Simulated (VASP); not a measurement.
A run of VASP 6.6.1 is set up as follows.

File POSCAR:

```
AlCu
1.0
    0.0000000000      2.1523880288      2.1523880288
    2.1523880288      0.0000000000      2.1523880288
    2.1523880288      2.1523880288      0.0000000000
Cu Al
1 1
Direct
    0.0000000000      0.0000000000      0.0000000000
    0.5000000000      0.5000000000      0.5000000000
```

File INCAR.step1:

```
PREC = Accurate ; ENCUT = 520
ISMEAR = -1 ; SIGMA = 0.08
LREAL = F ; LASPH = T
NELM = 80 ; NBANDS = 14
GGA = PE ; ALGO = Normal
EDIFF = 1E-4 ; LWAVE = T
LCHARG = F
```

INCAR.step2

```
PREC = Accurate ; ENCUT = 520
EDIFF = 1E-6 ; ISMEAR = -1
SIGMA = 0.08 ; LREAL = F
LASPH = T ; NELM = 80
ALGO = Normal ; ISIF = 2
LWAVE = F ; LCHARG = T
METAGGA = R2SCAN ; LMIXTAU = T
LELF = T ; LVHAR = T
NBANDS = 14 ; ISTART = 1
```

The input KPOINTS:

```
regular mesh
0
Gamma
  13 13 13
```

Potentials or basis: VASP PAW PBE potentials, release 64 (Cu, Al).

Run with:

```bash
$ cat potpaw_PBE.64/Cu/POTCAR potpaw_PBE.64/Al/POTCAR > POTCAR
$ cp INCAR.step1 INCAR
$ mpirun -np 1 vasp_std > vasp.out
$ cp INCAR.step2 INCAR
$ mpirun -np 1 vasp_std > vasp.out
```

Q: Predict the pressure.

A: 103.8 GPa.

Q: Predict the band gap on the k mesh.

A: Zero (bands 7 and 8 overlap by 10.92 eV).

Caveat: the cell stands under pressure; the PAW data sets were made with another functional, which shifts forces and pressure a little.
